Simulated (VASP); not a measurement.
# VSn3O8 (Cmmm) in VASP: single point with PBEsol+U

Aim: the single point of VSn3O8 with PBEsol+U.

Program: VASP 6.6.1. These are calculated values, not measurements. Logs are shortened: lines on timing, memory, paths and dates and some standing lists are left out, and cuts for length are marked.

## (1) The cell of the first run

It takes space group Cmmm (No. 65, orthorhombic). Conventional cell: a = 6.700 Å, b = 6.700 Å, c = 6.373 Å, α = 90.00°, β = 90.00°, γ = 90.00°. Within 2.6 Å of V (site symmetry mmm) lie 6 O at 1.96 to 1.97 Å. Sn (site symmetry mmm) has 6 O at 2.06 to 2.10 Å within 2.7 Å. Sn (site symmetry mm2) has 6 O at 2.07 to 2.09 Å within 2.7 Å. Within 2.6 Å of O (site symmetry m2m) lie 1 V at 1.96 Å and 2 Sn at 2.09 Å. Within 2.7 Å of O (site symmetry m2m) lie 3 Sn at 2.06 to 2.07 Å and 1 O at 2.58 Å. O (site symmetry m) has 1 V at 1.97 Å and 2 Sn at 2.09 to 2.10 Å and 1 O at 2.52 Å within 2.6 Å.

## (2) Single point, PBEsol+U, collinear spin, ferromagnetic start

The input, INCAR:

```
SYSTEM = VSn3O8
ALGO = Normal
EDIFF = 1E-6
ENCUT = 600
GGA = PS
GGA_COMPAT = .FALSE.
ISIF = 2
ISMEAR = 0
ISPIN = 2
LASPH = .TRUE.
LCHARG = .FALSE.
LDAU = .TRUE.
LDAUJ = 0 0 0
LDAUL = 2 -1 -1
LDAUPRINT = 1
LDAUTYPE = 2
LDAUU = 3 0 0
LMAXMIX = 4
LORBIT = 11
LREAL = .FALSE.
LWAVE = .FALSE.
MAGMOM = 1 0 0 0 0 0 0 0 0 0 0 0
NBANDS = 68
NELM = 200
PREC = Accurate
SIGMA = 0.05
```

The input, KPOINTS:

```
k-points
0
G
  4 4 3
  0 0 0
```

The input, POSCAR:

```
VSn3O8
1.0
    4.7373500000      0.0000000000      0.0000000000
    0.0000000000      4.7373500000      0.0000000000
    0.0000000000      0.0000000000      6.3728000000
V Sn O
1 3 8
Direct
    1.0000000000      0.0000000000      1.0000000000
    1.0000000000      0.0000000000      0.5000000000
    0.5000000000      0.5000000000      0.2450939399
    0.5000000000      0.5000000000      0.7549060601
    0.2922349315      0.2922349315      1.0000000000
    0.3075473415      0.3075473415      0.5000000000
    0.1883256379      0.8116743621      0.2370416750
    0.1883256379      0.8116743621      0.7629583250
    0.7077650685      0.7077650685      1.0000000000
    0.6924526585      0.6924526585      0.5000000000
    0.8116743621      0.1883256379      0.2370416750
    0.8116743621      0.1883256379      0.7629583250
```

Potentials or basis: VASP PAW PBE potentials, release 64 (V_sv, Sn_d, O).

Command:

```console
> cat potpaw_PBE.64/V_sv/POTCAR potpaw_PBE.64/Sn_d/POTCAR potpaw_PBE.64/O/POTCAR > POTCAR
> mpirun -np 1 vasp_std > vasp.out
```

OUTCAR:

```text
SYSTEM = VSn3O8
   EDIFF = 1E-6
   ENCUT = 600
   GGA = PS
   ISIF = 2
   ISMEAR = 0
   ISPIN = 2
   LASPH = .TRUE.
   LORBIT = 11
   LREAL = .FALSE.
   NELM = 200
   PREC = Accurate

 ion  position               nearest neighbor table
   1  0.000  0.000  0.000-   5 1.96   9 1.96   8 1.97   7 1.97  11 1.97  12 1.97   2 3.19   2 3.19

   2  0.000  0.000  0.500-   6 2.06  10 2.06   8 2.10   7 2.10  11 2.10  12 2.10   1 3.19   1 3.19
                             4 3.72   3 3.72   3 3.72   4 3.72   3 3.72   4 3.72   3 3.72   4 3.72
   3  0.500  0.500  0.245-   6 2.07  10 2.07   7 2.09  11 2.09   5 2.09   9 2.09   4 3.12   4 3.25
                             2 3.72   2 3.72   2 3.72   2 3.72
   4  0.500  0.500  0.755-   6 2.07  10 2.07   8 2.09  12 2.09   5 2.09   9 2.09   3 3.12   3 3.25
                             2 3.72   2 3.72   2 3.72   2 3.72
   5  0.292  0.292  0.000-   1 1.96   3 2.09   4 2.09
   6  0.308  0.308  0.500-   2 2.06   3 2.07   4 2.07
   7  0.188  0.812  0.237-   1 1.97   3 2.09   2 2.10
   8  0.188  0.812  0.763-   1 1.97   4 2.09   2 2.10
   9  0.708  0.708  0.000-   1 1.96   3 2.09   4 2.09
  10  0.692  0.692  0.500-   2 2.06   3 2.07   4 2.07
  11  0.812  0.188  0.237-   1 1.97   3 2.09   2 2.10
  12  0.812  0.188  0.763-   1 1.97   4 2.09   2 2.10

  LATTYP: Found a simple tetragonal cell.
 ALAT       =     4.7373500000
 C/A-ratio  =     1.3452246509

  Lattice vectors:

 A1 = (   4.7373500000,   0.0000000000,   0.0000000000)
 A2 = (   0.0000000000,   4.7373500000,   0.0000000000)
 A3 = (   0.0000000000,   0.0000000000,   6.3728000000)

Analysis of symmetry for initial positions (statically):
=====================================================================
 Subroutine PRICEL returns:
 Original cell was already a primitive cell.

 Routine SETGRP: Setting up the symmetry group for a
 simple tetragonal supercell.

 Subroutine GETGRP returns: Found  8 space group operations
 (whereof  8 operations were pure point group operations)
 out of a pool of 16 trial point group operations.

The static configuration has the point symmetry D_2h.

Analysis of symmetry for dynamics (positions and initial velocities):
=====================================================================
 Subroutine PRICEL returns:
 Original cell was already a primitive cell.

 Routine SETGRP: Setting up the symmetry group for a
 simple tetragonal supercell.

 Subroutine GETGRP returns: Found  8 space group operations
 (whereof  8 operations were pure point group operations)
 out of a pool of 16 trial point group operations.

The dynamic configuration has the point symmetry D_2h.

Analysis of structural, dynamic, and magnetic symmetry:
=====================================================================
 Subroutine PRICEL returns:
 Original cell was already a primitive cell.

 Routine SETGRP: Setting up the symmetry group for a
 simple tetragonal supercell.

 Subroutine GETGRP returns: Found  8 space group operations
 (whereof  8 operations were pure point group operations)
 out of a pool of 16 trial point group operations.

The overall configuration has the point symmetry D_2h.

 Subroutine INISYM returns: Found  8 space group operations
 (whereof  8 operations are pure point group operations),
 and found     1 'primitive' translations

----------------------------------------------------------------------------------------

                                     Primitive cell

  volume of cell :     143.0215

  direct lattice vectors                    reciprocal lattice vectors
     4.737350000  0.000000000  0.000000000     0.211088478  0.000000000  0.000000000
     0.000000000  4.737350000  0.000000000     0.000000000  0.211088478  0.000000000
     0.000000000  0.000000000  6.372800000     0.000000000  0.000000000  0.156916897

  length of vectors
     4.737350000  4.737350000  6.372800000     0.211088478  0.211088478  0.156916897

  position of ions in fractional coordinates (direct lattice)
     0.000000000  0.000000000  0.000000000
     0.000000000  0.000000000  0.500000000
     0.500000000  0.500000000  0.245093940
     0.500000000  0.500000000  0.754906060
     0.292234931  0.292234931  0.000000000
     0.307547341  0.307547341  0.500000000
     0.188325638  0.811674362  0.237041675
     0.188325638  0.811674362  0.762958325
     0.707765069  0.707765069  0.000000000
     0.692452659  0.692452659  0.500000000
     0.811674362  0.188325638  0.237041675
     0.811674362  0.188325638  0.762958325

  ion indices of the primitive-cell ions
   primitive index   ion index
[... 96 lines left out ...]
  Thomas-Fermi vector in A             =   2.583037
   LORBIT       =     11    0 simple, 1 ext, 2 COOP (PROOUT), +10 PAW based schemes
 LDA+U is selected, type is set to LDAUTYPE =  2
   angular momentum for each species LDAUL =     2   -1   -1
   U (eV)           for each species LDAUU =   3.0  0.0  0.0
   J (eV)           for each species LDAUJ =   0.0  0.0  0.0
   GGA     = PS    functional components
   LHFCALC =     F    Hartree Fock is set to
   AEXX    =    0.0000 exact exchange contribution
   IVDW    =     0    specifies the selected vdW correction
   LEPSILON=     F    determine dielectric tensor
   LRPA    =     F    only Hartree local field effects (RPA)
 spin polarized calculation
 Gauss-broadening in eV      SIGMA  =   0.05
  energy-cutoff  :      600.00
  volume of cell :      143.02
 maximum number of plane-waves:      4790
 NGX is ok and might be reduce to    40
   NGX = 19   NGY = 19   NGZ = 25

atom =   1  type =  1  l = 2

 onsite density matrix

spin component  1

  0.5198  0.0000  0.2755  0.0000  0.0000
  0.0000  0.2332  0.0000 -0.0705  0.0000
  0.2755  0.0000  0.7233  0.0000  0.0000
  0.0000 -0.0705  0.0000  0.2332  0.0000
  0.0000  0.0000  0.0000  0.0000  0.1683

spin component  2

  0.2087  0.0000 -0.1127  0.0000 -0.0000
  0.0000  0.1992  0.0000 -0.0761  0.0000
 -0.1127  0.0000  0.1289  0.0000  0.0000
  0.0000 -0.0761  0.0000  0.1992  0.0000
 -0.0000  0.0000  0.0000  0.0000  0.1270

 occupancies and eigenvectors

  o =  0.0492  v =  0.0000  0.0000  0.0000  0.0000  0.0000 -0.5771  0.0000 -0.8166  0.0000 -0.0000      0.0000  0.0000  0.0000  0.0000  0.0000  0.0000  0.0000  0.0000  0.0000  0.0000
  o =  0.1232  v =  0.0000  0.0000  0.0000  0.0000  0.0000  0.0000 -0.7071  0.0000 -0.7071  0.0000      0.0000  0.0000  0.0000  0.0000  0.0000  0.0000  0.0000  0.0000  0.0000  0.0000
  o =  0.1270  v =  0.0000  0.0000  0.0000  0.0000  0.0000  0.0000 -0.0000  0.0000  0.0000 -1.0000      0.0000  0.0000  0.0000  0.0000  0.0000  0.0000  0.0000  0.0000  0.0000  0.0000
  o =  0.1628  v =  0.0000 -0.7071  0.0000 -0.7071 -0.0000  0.0000  0.0000  0.0000  0.0000  0.0000      0.0000  0.0000  0.0000  0.0000  0.0000  0.0000  0.0000  0.0000  0.0000  0.0000
  o =  0.1683  v =  0.0000  0.0000  0.0000  0.0000 -1.0000  0.0000  0.0000  0.0000  0.0000  0.0000      0.0000  0.0000  0.0000  0.0000  0.0000  0.0000  0.0000  0.0000  0.0000  0.0000
  o =  0.2753  v =  0.0000  0.0000  0.0000  0.0000  0.0000  0.0000 -0.7071  0.0000  0.7071  0.0000      0.0000  0.0000  0.0000  0.0000  0.0000  0.0000  0.0000  0.0000  0.0000  0.0000
  o =  0.2883  v =  0.0000  0.0000  0.0000  0.0000  0.0000 -0.8166  0.0000  0.5771  0.0000  0.0000      0.0000  0.0000  0.0000  0.0000  0.0000  0.0000  0.0000  0.0000  0.0000  0.0000
  o =  0.3037  v =  0.0000  0.7071  0.0000 -0.7071  0.0000  0.0000  0.0000  0.0000  0.0000  0.0000      0.0000  0.0000  0.0000  0.0000  0.0000  0.0000  0.0000  0.0000  0.0000  0.0000
  o =  0.3278  v = -0.8205  0.0000  0.5716  0.0000  0.0000  0.0000  0.0000  0.0000  0.0000  0.0000      0.0000  0.0000  0.0000  0.0000  0.0000  0.0000  0.0000  0.0000  0.0000  0.0000
  o =  0.9152  v = -0.5716  0.0000 -0.8205  0.0000 -0.0000  0.0000  0.0000  0.0000  0.0000  0.0000      0.0000  0.0000  0.0000  0.0000  0.0000  0.0000  0.0000  0.0000  0.0000  0.0000

 number of electron     103.0000002 magnetization       1.0000900

 Free energy of the ion-electron system (eV)
  ---------------------------------------------------
  ext. energy  EPLUGINS =         0.00000000
  ---------------------------------------------------
  free energy    TOTEN  =       -84.03681451 eV

  energy without entropy =      -84.03681451  energy(sigma->0) =      -84.03681451

 E-fermi :   5.5851     XC(G=0): -11.4196

 val. band max:        5.3654565945   @ k =   0.0000   0.0000   0.0000
 cond. band min:       7.1712077915   @ k =   0.0000   0.0000   0.0000
 fundamental gap:      1.8057511970
 Fermi energy:         5.5851473304

 spin component 1

 k-point     1 :       0.0000    0.0000    0.0000
  band No.  band energies     occupation
      1     -59.7310      1.00000
      2     -33.8540      1.00000
      3     -33.5543      1.00000
      4     -33.4350      1.00000
      5     -15.5879      1.00000
      6     -15.5269      1.00000
[... 913 lines left out ...]
     62      14.2494      0.00000
     63      14.4142      0.00000
 Fermi energy:         5.5851473304

 spin component 2

 k-point     1 :       0.0000    0.0000    0.0000
  band No.  band energies     occupation
      1     -58.6854      1.00000
      2     -33.3492      1.00000
      3     -32.3281      1.00000
      4     -32.0621      1.00000
      5     -15.5845      1.00000
      6     -15.5276      1.00000
[... 913 lines left out ...]
     62      14.2523      0.00000
     63      14.4216      0.00000
 [bands above 63 left out]

------------------------ aborting loop because EDIFF is reached ----------------------------------------

  FORCE on cell =-STRESS in cart. coord.  units (eV):
  Direction    XX          YY          ZZ          XY          YZ          ZX
  --------------------------------------------------------------------------------------
  -------------------------------------------------------------------------------------
  Total       -4.2869317     -4.2869317     -4.2651928     -0.0385717      0.0000000      0.0000000
  in kB      -48.0237333    -48.0237333    -47.7802057     -0.4320937      0.0000000      0.0000000
  external PRESSURE =     -47.9425574 kB  Pullay stress =       0.0000000 kB

 VOLUME and BASIS-vectors are now :
 -----------------------------------------------------------------------------
  energy-cutoff  :      600.00
  volume of cell :      143.02
      direct lattice vectors                 reciprocal lattice vectors
     4.737350000  0.000000000  0.000000000     0.211088478  0.000000000  0.000000000
     0.000000000  4.737350000  0.000000000     0.000000000  0.211088478  0.000000000
     0.000000000  0.000000000  6.372800000     0.000000000  0.000000000  0.156916897

 POSITION                                       TOTAL-FORCE (eV/Angst)
 -----------------------------------------------------------------------------------
      0.00000      0.00000      0.00000         0.000000      0.000000      0.000000
      0.00000      0.00000      3.18640         0.000000      0.000000      0.000000
      2.36868      2.36868      1.56193         0.000000      0.000000      0.020017
      2.36868      2.36868      4.81087         0.000000      0.000000     -0.020017
      1.38442      1.38442      0.00000         0.098323      0.098323      0.000000
      1.45696      1.45696      3.18640        -0.024566     -0.024566      0.000000
      0.89216      3.84519      1.51062         0.056197     -0.056197      0.051637
      0.89216      3.84519      4.86218         0.056197     -0.056197     -0.051637
      3.35293      3.35293      0.00000        -0.098323     -0.098323      0.000000
      3.28039      3.28039      3.18640         0.024566      0.024566     -0.000000
      3.84519      0.89216      1.51062        -0.056197      0.056197      0.051637
      3.84519      0.89216      4.86218        -0.056197      0.056197     -0.051637
 -----------------------------------------------------------------------------------
    total drift:                                0.000000     -0.000000      0.000000

  FREE ENERGIE OF THE ION-ELECTRON SYSTEM (eV)
  ---------------------------------------------------
  free  energy   TOTEN  =       -84.0368145139 eV

  energy  without entropy=      -84.0368145139  energy(sigma->0) =      -84.03681451

 total charge

# of ion       s       p       d       tot
------------------------------------------
    1        2.274   6.312   2.711  11.297
    2        0.899   1.047  10.344  12.290
    3        0.893   1.059  10.344  12.296
    4        0.893   1.059  10.344  12.296
    5        1.555   3.460   0.000   5.015
    6        1.553   3.478   0.000   5.032
    7        1.555   3.457   0.000   5.012
    8        1.555   3.457   0.000   5.012
    9        1.555   3.460   0.000   5.015
   10        1.553   3.478   0.000   5.032
   11        1.555   3.457   0.000   5.012
   12        1.555   3.457   0.000   5.012
--------------------------------------------------
tot         17.394  37.183  33.744  88.321

 magnetization (x)

# of ion       s       p       d       tot
------------------------------------------
    1        0.010   0.010   1.012   1.032
    2        0.017   0.008   0.001   0.026
    3        0.005   0.003   0.000   0.008
    4        0.005   0.003   0.000   0.008
    5       -0.001  -0.021   0.000  -0.022
    6        0.001   0.005   0.000   0.006
    7       -0.001  -0.019   0.000  -0.020
    8       -0.001  -0.019   0.000  -0.020
    9       -0.001  -0.021   0.000  -0.022
   10        0.001   0.005   0.000   0.006
   11       -0.001  -0.019   0.000  -0.020
   12       -0.001  -0.019   0.000  -0.020
--------------------------------------------------
tot          0.033  -0.085   1.014   0.962
```

Wall time 10 min (1 thread of Intel Xeon 8259CL, shared host); peak memory 0.5 GiB.

Results:

| Property | Result |
| --- | --- |
| Free energy | -84.0368 eV |
| Pressure | -4.8 GPa |
| Largest force | 0.139 eV/Å |
| Band gap on the k mesh | 1.81 eV |
| Net moment | 1.00 μB per cell |
| Site moments | V +1.03; Sn +0.03, +0.01 (each value once); O -0.02, +0.01 (each value once) μB |
| Valence electrons inside the program's atomic spheres | V 11.30; Sn 12.29, 12.30 (each value once); O 5.01, 5.03 (each value once) |

Forces on the atoms (eV/Å):
```
V    0.000  0.000  0.000
Sn   0.000  0.000  0.000
Sn   0.000  0.000  0.020
Sn   0.000  0.000 -0.020
O    0.098  0.098  0.000
O   -0.025 -0.025  0.000
O    0.056 -0.056  0.052
O    0.056 -0.056 -0.052
O   -0.098 -0.098  0.000
O    0.025  0.025  0.000
O   -0.056  0.056  0.052
O   -0.056  0.056 -0.052
```

Levels at points of the mesh, in eV from the valence-band top:
Spin up:
| k point | band 50 | band 51 | band 52 | band 53 | band 54 | band 55 |
| --- | --- | --- | --- | --- | --- | --- |
| (0.00, 0.00, 0.00) | -0.69 | -0.40 | 0.00 | 1.81 | 2.26 | 2.35 |
| (0.50, 0.00, 0.00) | -0.73 | -0.61 | -0.09 | 2.04 | 2.12 | 4.13 |
| (0.50, 0.50, 0.00) | -0.77 | -0.76 | -0.76 | 2.02 | 2.36 | 2.40 |
Spin down:
| k point | band 48 | band 49 | band 50 | band 51 | band 52 | band 53 | band 54 | band 55 |
| --- | --- | --- | --- | --- | --- | --- | --- | --- |
| (0.00, 0.00, 0.00) | -1.26 | -0.76 | -0.71 | -0.04 | 1.83 | 2.98 | 3.04 | 3.04 |
| (0.50, 0.00, 0.00) | -1.07 | -0.75 | -0.65 | -0.64 | 2.71 | 2.78 | 3.32 | 4.16 |
| (0.50, 0.50, 0.00) | -0.98 | -0.90 | -0.82 | -0.80 | 2.54 | 2.73 | 2.89 | 3.02 |

Eigenvalues of the final occupation matrices:
| site | spin | trace | eigenvalues |
| --- | --- | --- | --- |
| site 1 d | 1 | 1.88 | 0.16 0.17 0.30 0.33 0.92 |
| site 1 d | 2 | 0.86 | 0.05 0.12 0.13 0.28 0.29 |

Caveat: the cell stands under tension; the PAW data sets were made with another functional, which shifts forces and pressure a little; spin-orbit coupling is left out, which moves the levels of the heavy elements.
